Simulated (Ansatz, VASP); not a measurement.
ZnO in VASP and in Ansatz

The input POSCAR:

```
ZnO
1.0
    3.2494000000      0.0000000000      0.0000000000
   -1.6247000000      2.8140629471      0.0000000000
    0.0000000000      0.0000000000      5.2038000000
Zn O
2 2
Direct
    0.3333333333      0.6666666667      0.0004799578
    0.6666666667      0.3333333333      0.5004799578
    0.3333333333      0.6666666667      0.3816200422
    0.6666666667      0.3333333333      0.8816200422
```

File INCAR.step1:

```
PREC     = Accurate       # precision mode
ENCUT    = 580            # plane-wave cutoff, eV
ISMEAR   = -1             # smearing method
SIGMA    = 0.02           # smearing width, eV
LREAL    = F              # projectors in reciprocal space
LASPH    = T              # aspherical terms in the spheres
NELM     = 120            # most SCF steps
NBANDS   = 26             # bands
GGA      = PE             # functional
ALGO     = Normal         # electronic algorithm
EDIFF    = 1E-5           # SCF threshold, eV
LWAVE    = T              # write WAVECAR
LCHARG   = F              # write CHGCAR
GGA_COMPAT= F
```

Contents of INCAR.step2:

```
PREC     = Accurate       # precision mode
ENCUT    = 580            # plane-wave cutoff, eV
EDIFF    = 1E-8           # SCF threshold, eV
ISMEAR   = -1             # smearing method
SIGMA    = 0.02           # smearing width, eV
LREAL    = F              # projectors in reciprocal space
LASPH    = T              # aspherical terms in the spheres
NELM     = 120            # most SCF steps
ALGO     = Normal         # electronic algorithm
ISIF     = 2              # what is computed and relaxed
LWAVE    = F              # write WAVECAR
LCHARG   = F              # write CHGCAR
METAGGA  = R2SCAN         # meta-GGA
LMIXTAU  = T            
LEFG     = T            
NBANDS   = 26             # bands
ISTART   = 1            
GGA_COMPAT= F
```

Contents of KPOINTS:

```
Automatic mesh
0
Gamma
  11 11 6
```

Input for Ansatz:

```yaml
crystal:
  lattice:
    - [3.2494, 0.0, 0.0]
    - [-1.6247, 2.8140629471, 0.0]
    - [0.0, 0.0, 5.2038]
  atoms:
    - { symbol: Zn, position: [0.3333333333, 0.6666666667, 0.0004799578] }
    - { symbol: Zn, position: [0.6666666667, 0.3333333333, 0.5004799578] }
    - { symbol: O, position: [0.3333333333, 0.6666666667, 0.3816200422] }
    - { symbol: O, position: [0.6666666667, 0.3333333333, 0.8816200422] }
kpoints:
  mp_grid: { grid: [11, 11, 6] }
scf:
  occupations: { method: fermi_dirac, width: 0.02 }
hamiltonian:
  xc: r2scan
  pseudopotentials: { kind: paw }
output:
  forces: true
  stress: true
  populations: true
  efg:
    quadrupole_moments_barn: { Zn: 0.122, O: -0.02558 }
    contact_densities: true
```

Alike in both runs: task electric field gradients; functional r2SCAN; k mesh 11 × 11 × 6; occupations fermi-dirac, width 0.02 eV; no spin polarisation.

|  | VASP | Ansatz |
| --- | --- | --- |
| version | VASP 6.6.1 | Ansatz 0.2.0 |
| potentials or method | VASP PAW PBE potentials, release 64 (Zn, O) | plane-wave PAW, scalar-relativistic |
| plane-wave cutoff (eV) | 580 | 500 |
| valence electrons in the cell | 36 | 36 |

```csv
,VASP,Ansatz,Ansatz less VASP
gap on the k mesh at the Fermi level (eV),1.23,1.23,+0.003
pressure (GPa),-0.3,-1.1,-0.78
"traceless stress, the component that is largest in VASP (GPa)",0.40,0.43,+0.033
rms of the force components (eV/Å),0.004,0.000,-0.0037
size of Vzz on the site where it differs most (V/Å²),2.9,2.8,-0.09
```

VASP's potentials were made for PBE, not for r2SCAN. Atom by atom the forces differ by 0.004 eV/Å (rms over components).
